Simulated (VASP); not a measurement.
# Sb (R-3m) in VASP: a series of runs, part 2 of 2

VASP 6.6.1. The steps go on from the part before.

## Step 4: Single point, PBEsol (strain +0.000 along x and y, -0.030 along z)

INCAR

```
SYSTEM = Sb
ALGO = Normal
EDIFF = 1E-6
ENCUT = 520
GGA = PS
ISIF = 2
ISMEAR = 0
LASPH = .TRUE.
LCHARG = .TRUE.
LELF = .TRUE.
LREAL = .FALSE.
LVHAR = .TRUE.
LWAVE = .FALSE.
NBANDS = 12
NELM = 100
PREC = Accurate
SIGMA = 0.15
```

KPOINTS

```
k-points
0
G
  12 12 12
  0 0 0
```

POSCAR

```
Sb
1.0
    2.1506003320      1.2416496806      3.6316800000
   -2.1506003320      1.2416496806      3.6316800000
    0.0000000000     -2.4832993611      3.6316800000
Sb
2
Direct
    0.2336400000      0.2336400000      0.2336400000
    0.7663600000      0.7663600000      0.7663600000
```

Potentials or basis: VASP PAW PBE potentials, release 64 (Sb).

On the command line:

```bash
$ cat potpaw_PBE.64/Sb/POTCAR > POTCAR
$ mpirun -np 1 vasp_std > vasp.out
```

OUTCAR:

```text
SYSTEM = Sb
   EDIFF = 1E-6
   ENCUT = 520
   GGA = PS
   ISIF = 2
   ISMEAR = 0
   LASPH = .TRUE.
   LREAL = .FALSE.
   NELM = 100
   PREC = Accurate

 ion  position               nearest neighbor table
   1  0.234  0.234  0.234-   2 2.88   2 2.88   2 2.88   2 3.30   2 3.30   2 3.30
   2  0.766  0.766  0.766-   1 2.88   1 2.88   1 2.88   1 3.30   1 3.30   1 3.30

  LATTYP: Found a trigonal (rhomboedric) cell.
 ALAT       =     4.3995312636
 COS(alpha) =     0.5221004778

  Lattice vectors:

 A1 = (   2.1506003320,   1.2416496806,   3.6316800000)
 A2 = (  -2.1506003320,   1.2416496806,   3.6316800000)
 A3 = (   0.0000000000,  -2.4832993611,   3.6316800000)

Analysis of symmetry for initial positions (statically):
=====================================================================
 Subroutine PRICEL returns:
 Original cell was already a primitive cell.

 Routine SETGRP: Setting up the symmetry group for a
 trigonal (rhombohedral) supercell.

 Subroutine GETGRP returns: Found 12 space group operations
 (whereof 12 operations were pure point group operations)
 out of a pool of 12 trial point group operations.

The static configuration has the point symmetry D_3d.

Analysis of symmetry for dynamics (positions and initial velocities):
=====================================================================
 Subroutine PRICEL returns:
 Original cell was already a primitive cell.

 Routine SETGRP: Setting up the symmetry group for a
 trigonal (rhombohedral) supercell.

 Subroutine GETGRP returns: Found 12 space group operations
 (whereof 12 operations were pure point group operations)
 out of a pool of 12 trial point group operations.

The dynamic configuration has the point symmetry D_3d.

 Subroutine INISYM returns: Found 12 space group operations
 (whereof 12 operations are pure point group operations),
 and found     1 'primitive' translations

----------------------------------------------------------------------------------------

[... 121 lines left out ...]
   LEPSILON=     F    determine dielectric tensor
   LRPA    =     F    only Hartree local field effects (RPA)
 non-spin polarized calculation
 Gauss-broadening in eV      SIGMA  =   0.15
  energy-cutoff  :      520.00
  volume of cell :       58.19
 maximum number of plane-waves:      1585
 NGX is ok and might be reduce to    36
   NGX = 17   NGY = 17   NGZ = 17

 number of electron      10.0000000 magnetization

 Free energy of the ion-electron system (eV)
  ---------------------------------------------------
  ext. energy  EPLUGINS =         0.00000000
  ---------------------------------------------------
  free energy    TOTEN  =        -9.09641101 eV

  energy without entropy =       -9.09466319  energy(sigma->0) =       -9.09553710

 E-fermi :   7.5249     XC(G=0):  -9.8269

 val. band max:        7.4811324357   @ k =  -0.4167   0.5000   0.4167
 cond. band min:       7.5347437955   @ k =   0.5000   0.5000   0.5000
 fundamental gap:      0.0536113598
 Fermi energy:         7.5248688590

 k-point     1 :       0.0000    0.0000    0.0000
  band No.  band energies     occupation
      1      -5.4130      2.00000
      2       3.0400      2.00000
      3       5.6264      2.00000
      4       5.6264      2.00000
      5       5.6989      2.00000
      6       9.7191      0.00000
      7      10.3863      0.00000
      8      10.3863      0.00000
      9      12.5100      0.00000
     10      12.5100      0.00000
     11      12.8842      0.00000
     12      13.9633      0.00000
[... 331 lines left out ...]
 k-point    24 :      -0.4167    0.1667    0.0000
  band No.  band energies     occupation
      1      -2.8066      2.00000
      2      -2.0509      2.00000
      3       3.6942      2.00000
      4       5.3945      2.00000
      5       5.8615      2.00000
      6       8.6167      0.00000
      7       9.0237      0.00000
      8      10.7978      0.00000
      9      14.1117      0.00000
     10      14.6113      0.00000
     11      15.1929      0.00000
     12      18.0605      0.00000

 [... further k-points ...]

------------------------ aborting loop because EDIFF is reached ----------------------------------------

  FORCE on cell =-STRESS in cart. coord.  units (eV):
  Direction    XX          YY          ZZ          XY          YZ          ZX
  --------------------------------------------------------------------------------------
  -------------------------------------------------------------------------------------
  Total        0.8004277      0.8004277      0.9054244     -0.0000000      0.0000000      0.0000000
  in kB       22.0401769     22.0401768     24.9313123     -0.0000000      0.0000000      0.0000000
  external PRESSURE =      23.0038887 kB  Pullay stress =       0.0000000 kB

 VOLUME and BASIS-vectors are now :
 -----------------------------------------------------------------------------
  energy-cutoff  :      520.00
  volume of cell :       58.19
      direct lattice vectors                 reciprocal lattice vectors
     2.150600332  1.241649681  3.631680000     0.232493222  0.134230024  0.091784886
    -2.150600332  1.241649681  3.631680000    -0.232493222  0.134230024  0.091784886
     0.000000000 -2.483299361  3.631680000     0.000000000 -0.268460048  0.091784886

 POSITION                                       TOTAL-FORCE (eV/Angst)
 -----------------------------------------------------------------------------------
      0.00000      0.00000      2.54552         0.000000      0.000000      0.418256
      0.00000      0.00000      8.34952         0.000000     -0.000000     -0.418256
 -----------------------------------------------------------------------------------
    total drift:                                0.000000     -0.000000      0.000000

  FREE ENERGIE OF THE ION-ELECTRON SYSTEM (eV)
  ---------------------------------------------------
  free  energy   TOTEN  =        -9.0964110078 eV

  energy  without entropy=       -9.0946631931  energy(sigma->0) =       -9.09553710
```

OSZICAR:

```text
N       E                     dE             d eps       ncg     rms          rms(c)
DAV:   1     0.339350260709E+02    0.33935E+02   -0.36098E+03  4536   0.659E+02
DAV:   2    -0.718999532226E+01   -0.41125E+02   -0.39504E+02  5980   0.108E+02
DAV:   3    -0.909884286644E+01   -0.19088E+01   -0.18850E+01  5584   0.255E+01
DAV:   4    -0.911541301001E+01   -0.16570E-01   -0.16558E-01  5180   0.283E+00
DAV:   5    -0.911560382362E+01   -0.19081E-03   -0.19081E-03  5608   0.338E-01    0.307E+00
DAV:   6    -0.910340935060E+01    0.12194E-01   -0.32457E-03  5292   0.303E-01    0.185E+00
DAV:   7    -0.909638688128E+01    0.70225E-02   -0.75024E-03  5176   0.460E-01    0.528E-02
DAV:   8    -0.909640288196E+01   -0.16001E-04   -0.28597E-04  5328   0.104E-01    0.199E-02
DAV:   9    -0.909641141859E+01   -0.85366E-05   -0.21580E-05  5572   0.270E-02    0.863E-03
DAV:  10    -0.909641100785E+01    0.41075E-06   -0.21895E-06  4848   0.793E-03
   1 F= -.90964110E+01 E0= -.90955371E+01  d E =-.174781E-02
```

It took 2.7 min on 1 thread of Intel Xeon 8259CL, shared host; peak memory 0.28 GiB.

What came out:

```yaml
Free_energy: -9.0964 eV
Pressure: 2.3 GPa
Largest_force: 0.418 eV/Å
Band_gap_on_the_k_mesh: zero (bands 5 and 6 overlap by 0.28 eV)
```

Forces on the atoms (eV/Å):
```
Sb   0.000  0.000  0.418
Sb   0.000  0.000 -0.418
```

Caveat: the cell differs from its parent crystal (strain +0.000 along x and y, -0.030 along z); the PAW data sets were made with another functional, which shifts forces and pressure a little; spin-orbit coupling is left out, which moves the levels of the heavy elements.

## Step 5: The runs side by side

| cell | gap on the mesh (eV) | pressure (GPa) | largest force (eV/Å) |
| --- | --- | --- | --- |
| a = 4.425 Å, angles 57.2°, 2 atoms | none | 3.6 | 0.48 |
| a = 4.547 Å, angles 54.6°, 2 atoms | none | 3.0 | 0.40 |
| a = 4.400 Å, angles 58.5°, 2 atoms | none | 2.3 | 0.42 |

Alike in all rows: task single point; level PBEsol; potentials or basis VASP PAW PBE potentials, release 64 (Sb); no spin polarisation; k mesh 12 × 12 × 12; cutoff (eV) 520; smearing gaussian 0.15 eV.

Caveats: the PAW data sets were made with another functional, which shifts forces and pressure a little; spin-orbit coupling is left out, which moves the levels of the heavy elements; the cell stands under pressure (at least some runs).

Absolute energies hang on the potentials; compare differences alone.

The gap in the log of VASP goes by the Fermi energy; the results here count the filled bands.